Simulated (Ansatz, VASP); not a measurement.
## One calculation of Mo, two programs

```
Mo
1.0
    -1.57342    1.57342    1.57342
     1.57342   -1.57342    1.57342
     1.57342    1.57342   -1.57342
Mo
1
Cartesian
  0.0000 0.0000 0.0000
```

Alike in both runs: task single point; functional PBE; k mesh 12 × 12 × 12; no spin polarisation.

```csv
,VASP,Ansatz
version,VASP 6.6.1,Ansatz 0.2.0
potentials or method,"VASP PAW PBE potentials, release 64 (Mo_sv), cutoff 520 eV","plane waves, PAW"
occupations,"methfessel-paxton of order 1, width 0.1 eV","cold, width 0.1 eV"
valence electrons in the cell,14,14
```

VASP gave:

- pressure (GPa): 3.9

Q: Estimate Ansatz's values.

A: Pressure (GPa): 3.3.
